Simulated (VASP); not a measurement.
SrCd, 2 atoms in the cell. The structure is cubic, space group Pm-3m (No. 221). Conventional cell: a = 3.895 Å, b = 3.895 Å, c = 3.895 Å, α = 90.00°, β = 90.00°, γ = 90.00°. Within 4.4 Å of Sr (site symmetry m-3m) lie 8 Cd at 3.37 Å and 6 Sr at 3.89 Å. Within 4.4 Å of Cd (site symmetry m-3m) lie 8 Sr at 3.37 Å and 6 Cd at 3.89 Å. 

| Item | Value |
| --- | --- |
| Program | VASP 6.6.1 |
| Task | single point |
| Functional | PBEsol |
| Potentials or basis | VASP PAW PBE potentials, release 64 (Sr_sv, Cd) |
| Cutoff | 520 eV |
| k mesh | 12 × 12 × 12 |
| Occupations | fermi-dirac, width 0.1 eV |
| Spin | no spin polarisation |
| Dipole correction | no |
| Further INCAR settings | ALGO = Normal; EDIFF = 1e-07; NBANDS = 18 |

Potentials or basis: VASP PAW PBE potentials, release 64 (Sr_sv, Cd).

Run with:

```bash
$ cat potpaw_PBE.64/Sr_sv/POTCAR potpaw_PBE.64/Cd/POTCAR > POTCAR
$ mpirun -np 1 vasp_std > vasp.out
```

Hardware: 1 thread of AMD EPYC 9R45 96-Core Processor (Zen 5) (shared host).

Problem. How long does it take, and how much memory?

Solution. Run time: 36 s on 1 thread of AMD EPYC 9R45 96-Core Processor (Zen 5) (shared host), peak memory 0.21 GiB. Counts: scf iterations 14, k points 84.
